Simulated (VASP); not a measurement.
# BeTe (F-43m) in VASP: further runs

Runs on BeTe. Level: PBEsol. Tasks: single point.

All numbers are computed with VASP 6.6.1; they aren't measurements. Logs are shortened: lines on timing, memory, paths and dates and some standing lists are left out, and cuts for length are marked.

## Step 1: The cell of the first run

The structure is cubic, space group F-43m (No. 216). The conventional cell has a = 5.578 Å, b = 5.578 Å, c = 5.578 Å, α = 90.00°, β = 90.00°, γ = 90.00°. Within 3.2 Å of Be (site symmetry -43m) lie 4 Te at 2.42 Å. Te (site symmetry -43m) has 4 Be at 2.42 Å within 3.2 Å.

## Step 2: Single point, PBEsol

INCAR

```
PREC = Accurate ; ENCUT = 600
EDIFF = 1E-6 ; ISMEAR = 0
SIGMA = 0.01 ; LREAL = F
LASPH = T ; NELM = 120
ALGO = Normal ; ISIF = 2
LWAVE = F ; LCHARG = F
GGA = PS ; NBANDS = 11
GGA_COMPAT = F
```

KPOINTS

```
regular mesh
0
Gamma
  8 8 8
```

POSCAR

```
BeTe
1.0
    0.0000000000      2.7887720440      2.7887720440
    2.7887720440      0.0000000000      2.7887720440
    2.7887720440      2.7887720440      0.0000000000
Be Te
1 1
Direct
    0.0000000000      0.0000000000      0.0000000000
    0.7500000000      0.7500000000      0.7500000000
```

Potentials or basis: VASP PAW PBE potentials, release 64 (Be, Te).

Started as:

```
> cat potpaw_PBE.64/Be/POTCAR potpaw_PBE.64/Te/POTCAR > POTCAR
> mpirun -np 1 vasp_std > vasp.out
```

OUTCAR:

```text
PREC = Accurate
   ENCUT = 600
   EDIFF = 1E-6
   ISMEAR = 0
   LREAL = F
   LASPH = T
   NELM = 120
   ISIF = 2
   GGA = PS

 ion  position               nearest neighbor table
   1  0.000  0.000  0.000-   2 2.42   2 2.42   2 2.42   2 2.42
   2  0.750  0.750  0.750-   1 2.42   1 2.42   1 2.42   1 2.42

  LATTYP: Found a face centered cubic cell.
 ALAT       =     5.5775440880

  Lattice vectors:

 A1 = (   0.0000000000,   2.7887720440,   2.7887720440)
 A2 = (   2.7887720440,   0.0000000000,   2.7887720440)
 A3 = (   2.7887720440,   2.7887720440,   0.0000000000)

Analysis of symmetry for initial positions (statically):
=====================================================================
 Subroutine PRICEL returns:
 Original cell was already a primitive cell.

 Routine SETGRP: Setting up the symmetry group for a
 face centered cubic supercell.

 Subroutine GETGRP returns: Found 24 space group operations
 (whereof 24 operations were pure point group operations)
 out of a pool of 48 trial point group operations.

The static configuration has the point symmetry T_d .

Analysis of symmetry for dynamics (positions and initial velocities):
=====================================================================
 Subroutine PRICEL returns:
 Original cell was already a primitive cell.

 Routine SETGRP: Setting up the symmetry group for a
 face centered cubic supercell.

 Subroutine GETGRP returns: Found 24 space group operations
 (whereof 24 operations were pure point group operations)
 out of a pool of 48 trial point group operations.

The dynamic configuration has the point symmetry T_d .

 Subroutine INISYM returns: Found 24 space group operations
 (whereof 24 operations are pure point group operations),
 and found     1 'primitive' translations

----------------------------------------------------------------------------------------

                                     Primitive cell

  volume of cell :      43.3780

  direct lattice vectors                    reciprocal lattice vectors
     0.000000000  2.788772044  2.788772044    -0.179290380  0.179290380  0.179290380
     2.788772044  0.000000000  2.788772044     0.179290380 -0.179290380  0.179290380
     2.788772044  2.788772044  0.000000000     0.179290380  0.179290380 -0.179290380

  length of vectors
     3.943919247  3.943919247  3.943919247     0.310540048  0.310540048  0.310540048

  position of ions in fractional coordinates (direct lattice)
     0.000000000  0.000000000  0.000000000
     0.750000000  0.750000000  0.750000000

  ion indices of the primitive-cell ions
   primitive index   ion index
                 1           1
                 2           2

----------------------------------------------------------------------------------------

 KPOINTS: regular mesh

Automatic generation of k-mesh.
 Grid dimensions read from file:
 generate k-points for:    8    8    8

 Generating k-lattice:

  Cartesian coordinates                     Fractional coordinates (reciprocal lattice)
    -0.022411298  0.022411298  0.022411298     0.125000000  0.000000000  0.000000000
     0.022411298 -0.022411298  0.022411298     0.000000000  0.125000000  0.000000000
     0.022411298  0.022411298 -0.022411298     0.000000000  0.000000000  0.125000000

  Length of vectors
     0.038817506  0.038817506  0.038817506

  Shift w.r.t. Gamma in fractional coordinates (k-lattice)
     0.000000000  0.000000000  0.000000000

 Subroutine IBZKPT returns following result:
 ===========================================

 Found     29 irreducible k-points:

 Following reciprocal coordinates:
            Coordinates               Weight
  0.000000  0.000000  0.000000      1.000000
  0.125000  0.000000  0.000000      8.000000
  0.250000  0.000000  0.000000      8.000000
  0.375000  0.000000  0.000000      8.000000
  0.500000  0.000000  0.000000      4.000000
  0.125000  0.125000  0.000000      6.000000
[... 16 lines left out ...]
  0.500000  0.250000  0.125000     48.000000
 -0.375000  0.250000  0.125000     24.000000
 [... further k-points ...]
   k-points           NKPTS =     29   k-points in BZ     NKDIM =     29   number of bands    NBANDS=     11
   number of dos      NEDOS =    301   number of ions     NIONS =      2
   total plane-waves  NPLWV =  32768
   dimension x,y,z NGX =    32 NGY =   32 NGZ =   32
   dimension x,y,z NGXF=    64 NGYF=   64 NGZF=   64
   ions per type =               1   1
   NGX,Y,Z   is equivalent  to a cutoff of  13.49, 13.49, 13.49 a.u.
   NGXF,Y,Z  is equivalent  to a cutoff of  26.98, 26.98, 26.98 a.u.
 SYSTEM =  unknown system
   PREC   = accura    normal or accurate (medium, high low for compatibility)
   ISTART =      0    job   : 0-new  1-cont  2-samecut
   ICHARG =      2    charge: 1-file 2-atom 10-const
   ISPIN  =      1    spin polarized calculation?
   LNONCOLLINEAR =      F non collinear calculations
   LSORBIT =      F    spin-orbit coupling
   LASPH  =      T    aspherical Exc in radial PAW
   ENCUT  =  600.0 eV  44.10 Ry    6.64 a.u.   7.88  7.88  7.88*2*pi/ulx,y,z
   NELM   =    120;   NELMIN=  2; NELMDL= -5     # of ELM steps
   EDIFF  = 0.1E-05   stopping-criterion for ELM
   LREAL  =      F    real-space projection
   EDIFFG = 0.1E-04   stopping-criterion for IOM
   NSW    =      0    number of steps for IOM
   IBRION =     -1    ionic relax: 0-MD 1-quasi-New 2-CG
   NFREE  =      0    steps in history (QN), initial steepest desc. (CG)
   ISIF   =      2    stress and relaxation
   ISYM   =      2    0-nonsym 1-usesym 2-fastsym
   POTIM  = 0.5000    time-step for ionic-motion
   TEBEG  =    0.0;   TEEND  =   0.0 temperature during run
   PSTRESS=    0.0 pullay stress
   NELECT =       8.0000    total number of electrons
   NUPDOWN=      -1.0000    fix difference up-down
   EMIN   =  10.00;   EMAX   =-10.00  energy-range for DOS
   EFERMI =   0.00;   METHOD = LEGACY
   ISMEAR =     0;   SIGMA  =   0.01  broadening in eV -4-tet -1-fermi 0-gaus
   EFERMI_NEDOS =   21; number of points for ismear=-14 and -15
   IALGO  =     38    algorithm
   IMIX   =      4    mixing-type and parameters
     AMIX     =   0.40;   BMIX     =  1.00
     AMIX_MAG =   1.60;   BMIX_MAG =  1.00
  volume/ion in A,a.u.               =      21.69       146.36
  Fermi-wavevector in a.u.,A,eV,Ry     =   0.931855  1.760951 11.814677  0.868354
  Thomas-Fermi vector in A             =   2.058392
   LORBIT       =      0    0 simple, 1 ext, 2 COOP (PROOUT), +10 PAW based schemes
   GGA     = PS    functional components
   LHFCALC =     F    Hartree Fock is set to
   AEXX    =    0.0000 exact exchange contribution
   IVDW    =     0    specifies the selected vdW correction
   LEPSILON=     F    determine dielectric tensor
   LRPA    =     F    only Hartree local field effects (RPA)
 non-spin polarized calculation
 Gauss-broadening in eV      SIGMA  =   0.01
  energy-cutoff  :      600.00
  volume of cell :       43.38
 maximum number of plane-waves:      1459
   NGX = 15   NGY = 15   NGZ = 15

 number of electron       8.0000000 magnetization

 Free energy of the ion-electron system (eV)
  ---------------------------------------------------
  ext. energy  EPLUGINS =         0.00000000
  ---------------------------------------------------
  free energy    TOTEN  =        -8.21303358 eV

  energy without entropy =       -8.21303358  energy(sigma->0) =       -8.21303358

 E-fermi :   5.3908     XC(G=0):  -9.3175

 val. band max:        5.3335208953   @ k =   0.0000   0.0000   0.0000
 cond. band min:       7.1140231770   @ k =   0.5000   0.5000   0.0000
 fundamental gap:      1.7805022817
 Fermi energy:         5.3907640355

 k-point     1 :       0.0000    0.0000    0.0000
  band No.  band energies     occupation
      1      -7.1953      2.00000
      2       5.3335      2.00000
      3       5.3335      2.00000
      4       5.3335      2.00000
      5       8.9073      0.00000
      6       8.9073      0.00000
      7       8.9073      0.00000
      8       9.2778      0.00000
      9      13.5685      0.00000
     10      15.6374      0.00000
     11      15.6374      0.00000

 k-point     2 :       0.1250    0.0000    0.0000
  band No.  band energies     occupation
      1      -7.0409      2.00000
      2       3.9661      2.00000
      3       5.0843      2.00000
      4       5.0843      2.00000
      5       8.8789      0.00000
      6       9.2663      0.00000
      7       9.2663      0.00000
      8      10.5652      0.00000
      9      13.9856      0.00000
     10      14.6235      0.00000
     11      14.6235      0.00000

 k-point     3 :       0.2500    0.0000    0.0000
  band No.  band energies     occupation
      1      -6.6130      2.00000
      2       1.8868      2.00000
      3       4.6250      2.00000
      4       4.6250      2.00000
      5       8.6700      0.00000
      6       9.8048      0.00000
      7       9.8048      0.00000
      8      12.4555      0.00000
      9      14.2956      0.00000
     10      14.3426      0.00000
     11      14.3426      0.00000

 k-point     4 :       0.3750    0.0000    0.0000
  band No.  band energies     occupation
      1      -6.0627      2.00000
      2       0.2373      2.00000
      3       4.2749      2.00000
      4       4.2749      2.00000
      5       8.5046      0.00000
      6       9.9177      0.00000
      7       9.9177      0.00000
      8      13.0646      0.00000
      9      15.1679      0.00000
     10      15.4361      0.00000
     11      15.4361      0.00000

 k-point     5 :       0.5000    0.0000    0.0000
  band No.  band energies     occupation
      1      -5.7716      2.00000
      2      -0.4314      2.00000
      3       4.1496      2.00000
      4       4.1496      2.00000
      5       8.4461      0.00000
      6       9.8760      0.00000
      7       9.8760      0.00000
      8      12.9870      0.00000
      9      16.3001      0.00000
     10      16.9083      0.00000
     11      16.9083      0.00000
[... 211 lines left out ...]
 k-point    21 :       0.5000    0.5000    0.0000
  band No.  band energies     occupation
      1      -5.2508      2.00000
      2       0.0457      2.00000
      3       2.5641      2.00000
      4       2.5641      2.00000
      5       7.1140      0.00000
      6       7.9051      0.00000
      7      15.2252      0.00000
      8      15.2252      0.00000
      9      17.0147      0.00000
     10      18.5684      0.00000
     11      18.8411      0.00000

 k-point    22 :       0.3750    0.2500    0.1250
  band No.  band energies     occupation
      1      -6.2581      2.00000
      2       1.6436      2.00000
      3       2.9699      2.00000
      4       4.0462      2.00000
      5       8.8628      0.00000
      6      10.2645      0.00000
      7      10.6276      0.00000
      8      11.6802      0.00000
      9      14.4578      0.00000
     10      15.8954      0.00000
     11      16.5589      0.00000

 k-point    23 :       0.5000    0.2500    0.1250
  band No.  band energies     occupation
      1      -5.7675      2.00000
      2       0.5369      2.00000
      3       2.4211      2.00000
      4       3.5646      2.00000
      5       9.3142      0.00000
      6      10.0083      0.00000
      7      11.2562      0.00000
      8      12.3042      0.00000
      9      15.2153      0.00000
     10      15.7172      0.00000
     11      17.6209      0.00000

 k-point    24 :      -0.3750    0.2500    0.1250
  band No.  band energies     occupation
      1      -5.5170      2.00000
      2       0.0129      2.00000
      3       2.3137      2.00000
      4       3.3289      2.00000
      5       9.4662      0.00000
      6       9.7038      0.00000
      7      12.0811      0.00000
      8      13.1439      0.00000
      9      13.8054      0.00000
     10      16.9305      0.00000
     11      17.2584      0.00000

 [... further k-points ...]

------------------------ aborting loop because EDIFF is reached ----------------------------------------

  FORCE on cell =-STRESS in cart. coord.  units (eV):
  Direction    XX          YY          ZZ          XY          YZ          ZX
  --------------------------------------------------------------------------------------
  -------------------------------------------------------------------------------------
  Total        0.3195068      0.3195068      0.3195068      0.0000000      0.0000000      0.0000000
  in kB       11.8010772     11.8010772     11.8010772      0.0000000      0.0000000      0.0000000
  external PRESSURE =      11.8010772 kB  Pullay stress =       0.0000000 kB

 VOLUME and BASIS-vectors are now :
 -----------------------------------------------------------------------------
  energy-cutoff  :      600.00
  volume of cell :       43.38
      direct lattice vectors                 reciprocal lattice vectors
     0.000000000  2.788772044  2.788772044    -0.179290380  0.179290380  0.179290380
     2.788772044  0.000000000  2.788772044     0.179290380 -0.179290380  0.179290380
     2.788772044  2.788772044  0.000000000     0.179290380  0.179290380 -0.179290380

 POSITION                                       TOTAL-FORCE (eV/Angst)
 -----------------------------------------------------------------------------------
      0.00000      0.00000      0.00000         0.000000      0.000000      0.000000
      4.18316      4.18316      4.18316        -0.000000     -0.000000     -0.000000
 -----------------------------------------------------------------------------------
    total drift:                               -0.000000     -0.000000     -0.000000

  FREE ENERGIE OF THE ION-ELECTRON SYSTEM (eV)
  ---------------------------------------------------
  free  energy   TOTEN  =        -8.2130335801 eV

  energy  without entropy=       -8.2130335801  energy(sigma->0) =       -8.21303358
```

Run time: 15 s. Hardware: 1 thread of Intel Xeon 8259CL, shared host; peak memory 0.18 GiB.

Results:

- Free energy: -8.2130 eV
- Pressure: 1.2 GPa
- Band gap on the k mesh: 1.78 eV (least direct gap 3.57 eV)

Levels at points of the mesh, in eV from the valence-band top:
| k point | band 1 | band 2 | band 3 | band 4 | band 5 | band 6 | band 7 | band 8 |
| --- | --- | --- | --- | --- | --- | --- | --- | --- |
| (0.00, 0.00, 0.00) | -12.53 | 0.00 | 0.00 | 0.00 | 3.57 | 3.57 | 3.57 | 3.94 |
| (0.50, 0.00, 0.00) | -11.11 | -5.76 | -1.18 | -1.18 | 3.11 | 4.54 | 4.54 | 7.65 |
| (0.50, 0.50, 0.00) | -10.58 | -5.29 | -2.77 | -2.77 | 1.78 | 2.57 | 9.89 | 9.89 |

Caveat: the PAW data sets were made with another functional, which shifts forces and pressure a little; spin-orbit coupling is left out, which moves the levels of the heavy elements. A k mesh can miss the band edges.

## Step 3: Single point, PBEsol

INCAR

```
SYSTEM = BeTe
PREC = Accurate ; ENCUT = 600
EDIFF = 1E-6 ; ISMEAR = 0
SIGMA = 0.01 ; LREAL = .FALSE.
LASPH = .TRUE. ; NELM = 120
ALGO = Normal ; ISIF = 2
LWAVE = .FALSE. ; LCHARG = .TRUE.
GGA = PS ; LELF = .TRUE.
LVHAR = .TRUE. ; NBANDS = 11
GGA_COMPAT = .FALSE.
```

KPOINTS

```
Automatic mesh
0
G
  8 8 8
  0 0 0
```

POSCAR is that of step 2.

Potentials or basis: VASP PAW PBE potentials, release 64 (Be, Te).

Started as:

```
> cat potpaw_PBE.64/Be/POTCAR potpaw_PBE.64/Te/POTCAR > POTCAR
> mpirun -np 1 vasp_std > vasp.out
```

It took 17 s on 1 thread of Intel Xeon 8259CL, shared host; peak memory 0.18 GiB.

The run converged. Its results:

```yaml
Free_energy: -8.2130 eV
Pressure: 1.2 GPa
Band_gap_on_the_k_mesh: 1.78 eV (least direct gap 3.57 eV)
```

Levels at points of the mesh, in eV from the valence-band top:
```
           k point  band 1  band 2  band 3  band 4  band 5  band 6  band 7  band 8  band 9
(0.00, 0.00, 0.00)  -12.53    0.00    0.00    0.00    3.57    3.57    3.57    3.94    8.23
(0.50, 0.00, 0.00)  -11.11   -5.76   -1.18   -1.18    3.11    4.54    4.54    7.65   10.97
(0.50, 0.50, 0.00)  -10.58   -5.29   -2.77   -2.77    1.78    2.57    9.89    9.89   11.68
```

Caveat: the PAW data sets were made with another functional, which shifts forces and pressure a little; spin-orbit coupling is left out, which moves the levels of the heavy elements.
